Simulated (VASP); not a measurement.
# Al2Cu in VASP: a series of runs

Al2Cu is run at these levels: PBE; tasks: single point.

Program: VASP 6.6.1. These are calculated values, not measurements. Logs are shortened: lines on timing, memory, paths and dates and some standing lists are left out, and cuts for length are marked.

### 1 The cell of the first run

The typed cell holds 6 atoms: a = 4.031 Å, b = 5.935 Å, c = 4.034 Å, α = 90.00°, β = 90.00°, γ = 90.00°.

### 2 Single point, PBE

INCAR

```
SYSTEM = Al2Cu
PREC     = Accurate       ! precision mode
ENCUT    = 520            ! plane-wave cutoff, eV
EDIFF    = 1E-7           ! SCF threshold, eV
ISMEAR   = 0              ! smearing method
SIGMA    = 0.2            ! smearing width, eV
LREAL    = .False.        ! projectors in reciprocal space
LASPH    = .True.         ! aspherical terms in the spheres
NELM     = 60             ! most SCF steps
ALGO     = Normal         ! electronic algorithm
ISIF     = 2              ! what is computed and relaxed
LWAVE    = .False.        ! write WAVECAR
LCHARG   = .False.        ! write CHGCAR
GGA      = PE             ! functional
NBANDS   = 26             ! bands
```

KPOINTS

```
Automatic mesh
0
Gamma
  4 3 4
  0 0 0
```

POSCAR

```
Al2Cu
1.0
    4.0310896952      0.0000000000      0.0000000000
    0.0000000000      5.9345182669      0.0000000000
    0.0000000000      0.0000000000      4.0344292625
Al Cu
4 2
Direct
    0.0000000000      0.2500604976      0.2500508392
    0.0000000000      0.7499395024      0.2500508392
    0.5000000000      0.7500604976      0.7499491608
    0.5000000000      0.2499395024      0.7499491608
    0.0000000000      0.5000000000      0.7501151253
    0.5000000000      0.0000000000      0.2498848747
```

Potentials or basis: VASP PAW PBE potentials, release 64 (Al, Cu).

The run is started by

```bash
cat potpaw_PBE.64/Al/POTCAR potpaw_PBE.64/Cu/POTCAR > POTCAR
mpirun -np 1 vasp_std > vasp.out
```

OUTCAR:

```text
SYSTEM = Al2Cu
   PREC = Accurate
   ENCUT = 520
   EDIFF = 1E-7
   ISMEAR = 0
   LREAL = .False.
   LASPH = .True.
   NELM = 60
   ISIF = 2
   GGA = PE

 ion  position               nearest neighbor table
   1  0.000  0.250  0.250-   6 2.50   6 2.50   5 2.50   5 2.50   4 2.85   4 2.85   4 2.85   4 2.85
                             2 2.97   2 2.97
   2  0.000  0.750  0.250-   6 2.50   6 2.50   5 2.50   5 2.50   3 2.85   3 2.85   3 2.85   3 2.85
                             1 2.97   1 2.97
   3  0.500  0.750  0.750-   5 2.50   5 2.50   6 2.50   6 2.50   2 2.85   2 2.85   2 2.85   2 2.85
                             4 2.97   4 2.97
   4  0.500  0.250  0.750-   5 2.50   5 2.50   6 2.50   6 2.50   1 2.85   1 2.85   1 2.85   1 2.85
                             3 2.97   3 2.97
   5  0.000  0.500  0.750-   3 2.50   4 2.50   3 2.50   4 2.50   1 2.50   2 2.50   1 2.50   2 2.50

   6  0.500  0.000  0.250-   1 2.50   2 2.50   1 2.50   2 2.50   3 2.50   4 2.50   3 2.50   4 2.50

  LATTYP: Found a simple orthorhombic cell.
 ALAT       =     4.0310896952
 B/A-ratio  =     1.0008284527
 C/A-ratio  =     1.4721871046

  Lattice vectors:

 A1 = (  -4.0310896952,   0.0000000000,   0.0000000000)
 A2 = (   0.0000000000,   0.0000000000,   4.0344292625)
 A3 = (   0.0000000000,   5.9345182669,   0.0000000000)

Analysis of symmetry for initial positions (statically):
=====================================================================
 Subroutine PRICEL returns:
 Original cell was already a primitive cell.

 Routine SETGRP: Setting up the symmetry group for a
 simple orthorhombic supercell.

 Subroutine GETGRP returns: Found  8 space group operations
 (whereof  4 operations were pure point group operations)
 out of a pool of  8 trial point group operations.

The static configuration has the point symmetry C_2v.
 The point group associated with its full space group is D_2h.

Analysis of symmetry for dynamics (positions and initial velocities):
=====================================================================
 Subroutine PRICEL returns:
 Original cell was already a primitive cell.

 Routine SETGRP: Setting up the symmetry group for a
 simple orthorhombic supercell.

 Subroutine GETGRP returns: Found  8 space group operations
 (whereof  4 operations were pure point group operations)
 out of a pool of  8 trial point group operations.

The dynamic configuration has the point symmetry C_2v.
 The point group associated with its full space group is D_2h.

 Subroutine INISYM returns: Found  8 space group operations
 (whereof  4 operations are pure point group operations),
 and found     1 'primitive' translations

----------------------------------------------------------------------------------------

                                     Primitive cell

  volume of cell :      96.5139

  direct lattice vectors                    reciprocal lattice vectors
     4.031089695  0.000000000  0.000000000     0.248071880  0.000000000  0.000000000
     0.000000000  5.934518267  0.000000000     0.000000000  0.168505674  0.000000000
     0.000000000  0.000000000  4.034429262     0.000000000  0.000000000  0.247866535

  length of vectors
     4.031089695  5.934518267  4.034429262     0.248071880  0.168505674  0.247866535

  position of ions in fractional coordinates (direct lattice)
     0.000000000  0.250060498  0.250050839
     0.000000000  0.749939502  0.250050839
     0.500000000  0.750060498  0.749949161
     0.500000000  0.249939502  0.749949161
     0.000000000  0.500000000  0.750115125
     0.500000000  0.000000000  0.249884875

  ion indices of the primitive-cell ions
   primitive index   ion index
                 1           1
                 2           2
                 3           3
                 4           4
                 5           5
                 6           6

----------------------------------------------------------------------------------------

 KPOINTS: Automatic mesh

Automatic generation of k-mesh.
 Grid dimensions read from file:
 generate k-points for:    4    3    4

 Generating k-lattice:

  Cartesian coordinates                     Fractional coordinates (reciprocal lattice)
     0.062017970  0.000000000  0.000000000     0.250000000  0.000000000  0.000000000
     0.000000000  0.056168558  0.000000000     0.000000000  0.333333333  0.000000000
     0.000000000  0.000000000  0.061966634     0.000000000  0.000000000  0.250000000

  Length of vectors
     0.062017970  0.056168558  0.061966634

  Shift w.r.t. Gamma in fractional coordinates (k-lattice)
     0.000000000  0.000000000  0.000000000

 Subroutine IBZKPT returns following result:
 ===========================================

 Found     18 irreducible k-points:

 Following reciprocal coordinates:
            Coordinates               Weight
  0.000000  0.000000  0.000000      1.000000
  0.250000  0.000000  0.000000      2.000000
  0.500000  0.000000  0.000000      1.000000
  0.000000  0.333333  0.000000      2.000000
  0.250000  0.333333  0.000000      4.000000
  0.500000  0.333333  0.000000      2.000000
[... 10 lines left out ...]
  0.250000  0.333333  0.500000      4.000000
  0.500000  0.333333  0.500000      2.000000
   k-points           NKPTS =     18   k-points in BZ     NKDIM =     18   number of bands    NBANDS=     26
   number of dos      NEDOS =    301   number of ions     NIONS =      6
   total plane-waves  NPLWV =  43200
   dimension x,y,z NGX =    30 NGY =   48 NGZ =   30
   dimension x,y,z NGXF=    60 NGYF=   96 NGZF=   60
   ions per type =               4   2
   NGX,Y,Z   is equivalent  to a cutoff of  12.37, 13.45, 12.36 a.u.
   NGXF,Y,Z  is equivalent  to a cutoff of  24.74, 26.89, 24.72 a.u.
 SYSTEM =  Al2Cu
   PREC   = accura    normal or accurate (medium, high low for compatibility)
   ISTART =      0    job   : 0-new  1-cont  2-samecut
   ICHARG =      2    charge: 1-file 2-atom 10-const
   ISPIN  =      1    spin polarized calculation?
   LNONCOLLINEAR =      F non collinear calculations
   LSORBIT =      F    spin-orbit coupling
   LASPH  =      T    aspherical Exc in radial PAW
   ENCUT  =  520.0 eV  38.22 Ry    6.18 a.u.   7.50 11.03  7.50*2*pi/ulx,y,z
   NELM   =     60;   NELMIN=  2; NELMDL= -5     # of ELM steps
   EDIFF  = 0.1E-06   stopping-criterion for ELM
   LREAL  =      F    real-space projection
   EDIFFG = 0.1E-05   stopping-criterion for IOM
   NSW    =      0    number of steps for IOM
   IBRION =     -1    ionic relax: 0-MD 1-quasi-New 2-CG
   NFREE  =      0    steps in history (QN), initial steepest desc. (CG)
   ISIF   =      2    stress and relaxation
   ISYM   =      2    0-nonsym 1-usesym 2-fastsym
   POTIM  = 0.5000    time-step for ionic-motion
   TEBEG  =    0.0;   TEEND  =   0.0 temperature during run
   PSTRESS=    0.0 pullay stress
   NELECT =      34.0000    total number of electrons
   NUPDOWN=      -1.0000    fix difference up-down
   EMIN   =  10.00;   EMAX   =-10.00  energy-range for DOS
   EFERMI =   0.00;   METHOD = LEGACY
   ISMEAR =     0;   SIGMA  =   0.20  broadening in eV -4-tet -1-fermi 0-gaus
   EFERMI_NEDOS =   21; number of points for ismear=-14 and -15
   IALGO  =     38    algorithm
   IMIX   =      4    mixing-type and parameters
     AMIX     =   0.40;   BMIX     =  1.00
     AMIX_MAG =   1.60;   BMIX_MAG =  1.00
  volume/ion in A,a.u.               =      16.09       108.55
  Fermi-wavevector in a.u.,A,eV,Ry     =   1.156213  2.184925 18.188651  1.336828
  Thomas-Fermi vector in A             =   2.292835
   LORBIT       =      0    0 simple, 1 ext, 2 COOP (PROOUT), +10 PAW based schemes
   GGA     = PE    functional components
   LHFCALC =     F    Hartree Fock is set to
   AEXX    =    0.0000 exact exchange contribution
   IVDW    =     0    specifies the selected vdW correction
   LEPSILON=     F    determine dielectric tensor
   LRPA    =     F    only Hartree local field effects (RPA)
 non-spin polarized calculation
 Gauss-broadening in eV      SIGMA  =   0.20
  energy-cutoff  :      520.00
  volume of cell :       96.51
 maximum number of plane-waves:      2620
 NGX is ok and might be reduce to    30
   NGX = 15   NGY = 23   NGZ = 15

 number of electron      34.0000004 magnetization

 Free energy of the ion-electron system (eV)
  ---------------------------------------------------
  ext. energy  EPLUGINS =         0.00000000
  ---------------------------------------------------
  free energy    TOTEN  =       -23.53967369 eV

  energy without entropy =      -23.53395749  energy(sigma->0) =      -23.53681559

 E-fermi :   7.0264     XC(G=0): -10.4125

 val. band max:        6.6566076785   @ k =   0.2500   0.0000   0.0000
 cond. band min:       7.0267174105   @ k =   0.5000   0.0000   0.5000
 fundamental gap:      0.3701097320
 Fermi energy:         7.0263743814

 k-point     1 :       0.0000    0.0000    0.0000
  band No.  band energies     occupation
      1      -3.2155      2.00000
      2       0.4785      2.00000
      3       1.1170      2.00000
      4       1.9363      2.00000
      5       2.4005      2.00000
      6       2.4013      2.00000
[... 18 lines left out ...]
     25      13.0138      0.00000
     26      14.0040      0.00000

 k-point     2 :       0.2500    0.0000    0.0000
  band No.  band energies     occupation
      1      -2.6499      2.00000
      2       0.8471      2.00000
      3       1.1551      2.00000
      4       1.7669      2.00000
      5       2.2013      2.00000
      6       2.4871      2.00000
[... 18 lines left out ...]
     25      12.3981      0.00000
     26      13.3068      0.00000

 k-point     3 :       0.5000    0.0000    0.0000
  band No.  band energies     occupation
      1      -1.0149      2.00000
      2      -1.0149      2.00000
      3       1.6314      2.00000
      4       1.6314      2.00000
      5       2.4251      2.00000
      6       2.4251      2.00000
[... 398 lines left out ...]
 k-point    17 :       0.2500    0.3333    0.5000
  band No.  band energies     occupation
      1      -0.1238      2.00000
      2      -0.1233      2.00000
      3       1.1349      2.00000
      4       1.1355      2.00000
      5       2.4352      2.00000
      6       2.4354      2.00000
[... 18 lines left out ...]
     25      13.8819      0.00000
     26      13.8828      0.00000

 k-point    18 :       0.5000    0.3333    0.5000
  band No.  band energies     occupation
      1       1.2015      2.00000
      2       1.2015      2.00000
      3       1.5453      2.00000
      4       1.5453      2.00000
      5       1.6199      2.00000
      6       1.6199      2.00000
[... 18 lines left out ...]
     25      13.8827      0.00000
     26      13.8827      0.00000

------------------------ aborting loop because EDIFF is reached ----------------------------------------

  FORCE on cell =-STRESS in cart. coord.  units (eV):
  Direction    XX          YY          ZZ          XY          YZ          ZX
  --------------------------------------------------------------------------------------
  -------------------------------------------------------------------------------------
  Total        0.1645344      0.2339559      0.0742451      0.0000000      0.0000000      0.0000000
  in kB        2.7313497      3.8837799      1.2325047      0.0000000      0.0000000      0.0000000
  external PRESSURE =       2.6158781 kB  Pullay stress =       0.0000000 kB

 VOLUME and BASIS-vectors are now :
 -----------------------------------------------------------------------------
  energy-cutoff  :      520.00
  volume of cell :       96.51
      direct lattice vectors                 reciprocal lattice vectors
     4.031089695  0.000000000  0.000000000     0.248071880  0.000000000  0.000000000
     0.000000000  5.934518267  0.000000000     0.000000000  0.168505674  0.000000000
     0.000000000  0.000000000  4.034429262     0.000000000  0.000000000  0.247866535

 POSITION                                       TOTAL-FORCE (eV/Angst)
 -----------------------------------------------------------------------------------
      0.00000      1.48399      1.00881         0.000000      0.000755     -0.000586
      0.00000      4.45053      1.00881         0.000000     -0.000755     -0.000586
      2.01554      4.45125      3.02562        -0.000000      0.000755      0.000586
      2.01554      1.48327      3.02562        -0.000000     -0.000755      0.000586
      0.00000      2.96726      3.02629         0.000000      0.000000     -0.002550
      2.01554      0.00000      1.00814         0.000000      0.000000      0.002550
 -----------------------------------------------------------------------------------
    total drift:                                0.000000      0.000000     -0.000000

  FREE ENERGIE OF THE ION-ELECTRON SYSTEM (eV)
  ---------------------------------------------------
  free  energy   TOTEN  =       -23.5396736891 eV

  energy  without entropy=      -23.5339574915  energy(sigma->0) =      -23.53681559
```

Wall time 53 s (1 thread of Intel Xeon Platinum 8259CL at 2.50GHz (Skylake/Cascade Lake), shared host); peak memory 0.2 GiB.

What came out:

* Free energy: -23.5397 eV
* Pressure: 0.3 GPa
* Band gap on the k mesh: zero (band 17 reaches 8.63 eV, above the bottom of band 18 at 4.49 eV)

Forces on the atoms (eV/Å):
```
Al   0.000  0.001 -0.001
Al   0.000 -0.001 -0.001
Al   0.000  0.001  0.001
Al   0.000 -0.001  0.001
Cu   0.000  0.000 -0.003
Cu   0.000  0.000  0.003
```

Stress tensor (GPa, compression positive):
```
0.27 0.00 0.00
0.00 0.39 0.00
0.00 0.00 0.12
```

Caveat: the k points lie up to 0.39 Å⁻¹ apart.

(Continued in part 2 of 2.)
